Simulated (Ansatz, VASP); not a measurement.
# CuAu in VASP and in Ansatz

```
Cu Au
1.0
     2.76216    0.00000    0.00000
     0.00000    2.76216    0.00000
     0.00000    0.00000    3.62040
Cu Au
1 1
Direct
  0.50000 0.50000 0.50000
  0.00000 0.00000 0.00000
```

Change from the starting cell: volume scaled by 0.96.

Alike in both runs: task single point; functional PBEsol; k mesh 13 × 13 × 10; occupations fermi-dirac, width 0.05 eV; no spin polarisation.

|  | VASP | Ansatz |
| --- | --- | --- |
| version | VASP 6.6.1 | Ansatz 0.2.0 |
| potentials or method | VASP PAW PBE potentials, release 64 (Cu, Au), cutoff 520 eV | all-electron LAPW, scalar-relativistic |

|  | VASP | Ansatz | Ansatz less VASP |
| --- | --- | --- | --- |
| pressure (GPa) | 5.3 | 5.3 | -0.01 |
| traceless stress, the component that is largest in VASP (GPa) | 0.05 | -0.06 | -0.107 |

VASP's potentials were made for PBE, not for PBEsol. Ansatz ran all-electron here, and VASP with PAW potentials.

Neither program's run includes spin-orbit coupling.
